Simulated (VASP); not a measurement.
Write the native input for VASP 6.6.1 that does the following.

```
Task                   : single point
Functional             : LDA
Potentials or basis    : VASP PAW LDA potentials, release 64 (Ti_sv, Cu, Ge_d, As)
Cutoff                 : 520 eV
k mesh                 : 7 × 7 × 3
Occupations            : methfessel-paxton, width 0.1 eV
Spin                   : no spin polarisation
Dipole correction      : no
Further INCAR settings : ALGO = Normal; EDIFF = 1e-06; NBANDS = 52
```

The structure of TiCuGeAs lies in POSCAR:

```
TiCuGeAs
1.0
    3.6461100000      0.0000000000      0.0000000000
    0.0000000000      3.6461100000      0.0000000000
    0.0000000000      0.0000000000      9.2614700000
Ti Cu Ge As
2 2 2 2
Direct
    0.0000000000      0.5000000000      0.7765000000
    0.5000000000      0.0000000000      0.2235000000
    0.5000000000      0.5000000000      0.5000000000
    0.0000000000      0.0000000000      0.5000000000
    0.5000000000      0.5000000000      0.0000000000
    0.0000000000      0.0000000000      0.0000000000
    0.0000000000      0.5000000000      0.3122300000
    0.5000000000      0.0000000000      0.6877700000
```

These files were run (other wordings do the same):

INCAR

```
SYSTEM = TiCuGeAs
ALGO = Normal
EDIFF = 1E-6
ENCUT = 520
ISIF = 2
ISMEAR = 1
LASPH = .True.
LCHARG = .False.
LREAL = .False.
LWAVE = .False.
NBANDS = 52
NELM = 60
PREC = Accurate
SIGMA = 0.1
```

KPOINTS

```
k-points
0
Gamma
  7 7 3
  0 0 0
```

Potentials or basis: VASP PAW LDA potentials, release 64 (Ti_sv, Cu, Ge_d, As).

Launch:

```sh
$ cat potpaw_LDA.64/Ti_sv/POTCAR potpaw_LDA.64/Cu/POTCAR potpaw_LDA.64/Ge_d/POTCAR potpaw_LDA.64/As/POTCAR > POTCAR
$ mpirun -np 1 vasp_std > vasp.out
```

Results of the run:

```json
{
  "Pressure": "-8.3 GPa",
  "Largest force": "0.274 eV/Å",
  "Band gap on the k mesh": "zero (bands 42 and 43 overlap by 0.12 eV)"
}
```

Caveat: the cell stands under tension.

It took 2.7 min on 1 thread of Oxide Virtual Turin-like Processor, with other jobs on the host, peak memory 0.23 GiB.
